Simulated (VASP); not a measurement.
Set up this calculation in VASP 6.6.1, as the native input.

| Item | Value |
| --- | --- |
| Task | single point |
| Functional | PBE |
| Potentials or basis | VASP PAW PBE potentials, release 64 (Zn, S) |
| Cutoff | 520 eV |
| k mesh | 4 × 4 × 6 |
| Occupations | gaussian, width 0.1 eV |
| Spin | no spin polarisation |
| Dipole correction | no |
| Further INCAR settings | ALGO = Normal; EDIFF = 1e-06; NBANDS = 35 |

The structure of Zn4S lies in POSCAR:

```
Zn4S
1.0
    5.2622730100      0.0000000000      0.0000000000
    0.0000000000      5.2622730100      0.0000000000
    0.0000000000      0.0000000000      3.4480279000
Zn S
4 1
Direct
    0.8142848300      0.8142848300      0.0000000000
    0.1857151700      0.1857151700      0.0000000000
    0.1857151700      0.8142848300      0.0000000000
    0.8142848300      0.1857151700      0.0000000000
    0.0000000000      0.0000000000      0.5000000000
```

The input as run:

INCAR

```
SYSTEM = Zn4S
PREC = Accurate ; ENCUT = 520
EDIFF = 1E-6 ; ISMEAR = 0
SIGMA = 0.1 ; LREAL = .False.
LASPH = .True. ; NELM = 80
ALGO = Normal ; ISIF = 2
LWAVE = .False. ; LCHARG = .False.
GGA = PE ; NBANDS = 35
```

KPOINTS

```
Automatic mesh
0
Gamma
  4 4 6
  0 0 0
```

Potentials or basis: VASP PAW PBE potentials, release 64 (Zn, S).

Run with:

```console
$ cat potpaw_PBE.64/Zn/POTCAR potpaw_PBE.64/S/POTCAR > POTCAR
$ mpirun -np 1 vasp_std > vasp.out
```

It gave:

```json
{
  "Pressure": "52.9 GPa",
  "Largest force": "14.539 eV/Å",
  "Band gap on the k mesh": "zero (band 27 reaches 3.68 eV, above the bottom of band 28 at 1.67 eV)"
}
```

Caveat: forces of over 1 eV/Å act on the atoms, so gaps and moduli don't describe the material at rest.

Wall time 35 s on 1 thread of Intel(R) Xeon(R) 6975P-C (Granite Rapids) (shared host), peak memory 0.23 GiB.
